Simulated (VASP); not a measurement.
A run of VASP 6.6.1:

The input INCAR:

```
SYSTEM = TiSi5O12
PREC = Accurate ; ENCUT = 520
EDIFF = 1E-7 ; ISMEAR = 0
SIGMA = 0.02 ; LREAL = Auto
LASPH = .True. ; NELM = 100
ALGO = Normal ; ISIF = 2
LWAVE = .False. ; LCHARG = .False.
GGA = PE ; NBANDS = 67
```

The input KPOINTS:

```
Automatic mesh
0
Gamma
  5 5 4
  0 0 0
```

The input POSCAR:

```
TiSi5O12
1.0
    0.0284160000     -4.3090380000      2.7441870000
   -4.3091260000      0.0283140000      2.7440300000
   -4.2796360000     -4.2793430000     -2.7422200000
O Si Ti
12 5 1
Direct
    0.2180405561      0.2164371558      0.4825018164
    0.5817598015      0.5802162858      0.1188961384
    0.8994394352      0.8978749369      0.7932413045
    0.0866653348      0.0849711930      0.2148486587
    0.4503472418      0.4487247832      0.8512750481
    0.7689533070      0.7672947620      0.5405116935
    0.6495085232      0.0173469702      0.1668746021
    0.9793673883      0.3587475190      0.8391118843
    0.3080830425      0.6874004292      0.4946567234
    0.0189128395      0.6478134655      0.1668927461
    0.3603013092      0.9777926703      0.8390994912
    0.6890083951      0.3064207317      0.4946492715
    0.3342286559      0.3325677289      0.6669053837
    0.6678210402      0.6662571993      0.3333518484
    0.0005962776      0.9989081770      0.0004159779
    0.6717740966      0.6699648318      0.8311052272
    0.9966973092      0.9951223889      0.5026468712
    0.3342139608      0.3325960088      0.1669230213
```

Potentials or basis: VASP PAW PBE potentials, release 64 (O, Si, Ti_sv).

Launch:

```console
$ cat potpaw_PBE.64/O/POTCAR potpaw_PBE.64/Si/POTCAR potpaw_PBE.64/Ti_sv/POTCAR > POTCAR
$ mpirun -np 1 vasp_std > vasp.out
```

Hardware: 1 thread of Intel(R) Xeon(R) Platinum 8259CL CPU @ 2.50GHz (Skylake/Cascade Lake) (shared host).

Q: How long does it take, and how much memory?

A: Wall time 20 min on 1 thread of Intel(R) Xeon(R) Platinum 8259CL CPU @ 2.50GHz (Skylake/Cascade Lake), with other jobs on the host, peak memory 0.46 GiB. Counts: scf iterations 17, k points 51.
